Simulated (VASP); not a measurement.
Cu, 2 atoms in the cell. Symmetry: Fm-3m, No. 225, cubic system. Conventional cell: a = 3.563 Å, b = 3.563 Å, c = 3.563 Å, α = 90.00°, β = 90.00°, γ = 90.00°. Cu (site symmetry m-3m) has 12 Cu at 2.52 Å within 3.3 Å. 

| Quantity | Value |
| --- | --- |
| Program | VASP 6.6.1 |
| Task | single point |
| Functional | PBEsol |
| Potentials or basis | VASP PAW PBE potentials, release 64 (Cu_sv_GW) |
| Cutoff | 700 eV |
| k mesh | 20 × 20 × 14 |
| Occupations | gaussian, width 0.1 eV |
| Spin | no spin polarisation |
| Dipole correction | no |
| Further INCAR settings | ALGO = Normal; EDIFF = 1e-06; NBANDS = 26 |

Potentials or basis: VASP PAW PBE potentials, release 64 (Cu_sv_GW).

The run is started by

```sh
$ cat potpaw_PBE.64/Cu_sv_GW/POTCAR > POTCAR
$ mpirun -np 1 vasp_std > vasp.out
```

Hardware: 1 thread of Intel(R) Xeon(R) 6975P-C (Granite Rapids), with other jobs on the host.

Task: How long does it take, and how much memory?

Result: Wall time 2.8 min on 1 thread of Intel(R) Xeon(R) 6975P-C (Granite Rapids), on a shared host, peak memory 0.55 GiB. Counts: scf iterations 12, k points 528.
